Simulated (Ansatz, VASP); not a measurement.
## BN: VASP beside Ansatz

INCAR

```
ALGO = Normal
EDIFF = 1E-7
ENCUT = 520
GGA = PE
ISIF = 2
ISMEAR = 0
LASPH = True
LCHARG = False
LREAL = False
LWAVE = False
NBANDS = 16
NELM = 60
PREC = Accurate
SIGMA = 0.05
```

KPOINTS

```
k-points
0
Gamma
  12 12 6
```

Contents of POSCAR:

```
BN
1.0
    2.7582547698      0.0000000000      0.0000000000
   -1.3791273849      2.3887187008      0.0000000000
    0.0000000000      0.0000000000      4.5650034000
B N
2 2
Direct
    0.6666666667      0.3333333333      0.9997240000
    0.3333333333      0.6666666667      0.4997240000
    0.6666666667      0.3333333333      0.6252760000
    0.3333333333      0.6666666667      0.1252760000
```

Input for Ansatz:

```yaml
crystal:
  lattice:
    - [2.7582547698, 0.0, 0.0]
    - [-1.3791273849, 2.3887187008, 0.0]
    - [0.0, 0.0, 4.5650034]
  atoms:
    - { symbol: B, position: [0.6666666667, 0.3333333333, 0.999724] }
    - { symbol: B, position: [0.3333333333, 0.6666666667, 0.499724] }
    - { symbol: "N", position: [0.6666666667, 0.3333333333, 0.625276] }
    - { symbol: "N", position: [0.3333333333, 0.6666666667, 0.125276] }
basis:
  ecutwfc: 420
kpoints:
  mp_grid: { grid: [12, 12, 6] }
hamiltonian:
  xc: pbe
scf:
  occupations: { method: gaussian, width: 0.05 }
output:
  forces: true
  stress: true
  eigenvalues: true
```

Change from the starting cell: strain +0.080 along x and y, +0.080 along z, atoms carried along.

Alike in both runs: task single point; functional PBE; k mesh 12 × 12 × 6; occupations gaussian, width 0.05 eV; no spin polarisation.

```csv
,VASP,Ansatz
version,VASP 6.6.1,Ansatz 0.2.0
potentials or method,"VASP PAW PBE potentials, release 64 (B, N), cutoff 520 eV","scalar-relativistic, plane waves, PAW"
valence electrons in the cell,16,16
```

|  | VASP | Ansatz | Ansatz less VASP |
| --- | --- | --- | --- |
| gap on the k mesh at the Fermi level (eV) | 5.40 | 5.41 | +0.008 |
| least direct gap on the mesh (eV) | 6.55 | 6.54 | -0.013 |
| pressure (GPa) | -55.7 | -55.6 | +0.17 |
| traceless stress, the component that is largest in VASP (GPa) | -0.68 | -0.69 | -0.008 |
| rms of the force components (eV/Å) | 0.089 | 0.089 | +0.0007 |

Atom by atom the forces differ by 0.001 eV/Å (rms over components). Both programs put the cell under strong tension, so it lies far from rest at this level.

Noted on VASP's run: the cell as given lies far from equilibrium.
